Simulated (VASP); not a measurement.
A run of VASP 6.6.1:

Contents of INCAR:

```
SYSTEM = Ag
PREC = Accurate ; ENCUT = 520
EDIFF = 1E-7 ; ISMEAR = 0
SIGMA = 0.05 ; LREAL = .FALSE.
LASPH = .TRUE. ; NELM = 60
ALGO = Normal ; ISIF = 2
LWAVE = .FALSE. ; LCHARG = .FALSE.
GGA = PE ; NBANDS = 12
```

File KPOINTS:

```
Automatic mesh
0
G
  16 16 16
  0 0 0
```

File POSCAR:

```
Ag
1.0
    0.0000000000      2.0427500000      2.0427500000
    2.0427500000      0.0000000000      2.0427500000
    2.0427500000      2.0427500000      0.0000000000
Ag
1
Direct
    0.0000000000      0.0000000000      0.0000000000
```

Potentials or basis: VASP PAW PBE potentials, release 64 (Ag).

Launch:

```console
$ cat potpaw_PBE.64/Ag/POTCAR > POTCAR
$ mpirun -np 1 vasp_std > vasp.out
```

Hardware: 1 thread of Intel Xeon 8259CL, on a shared host.

**Question.** Estimate the wall time of this run.

**Answer.** Wall time 37 s on 1 thread of Intel Xeon 8259CL, on a shared host, peak memory 0.16 GiB. Counts: scf iterations 12, k points 145.
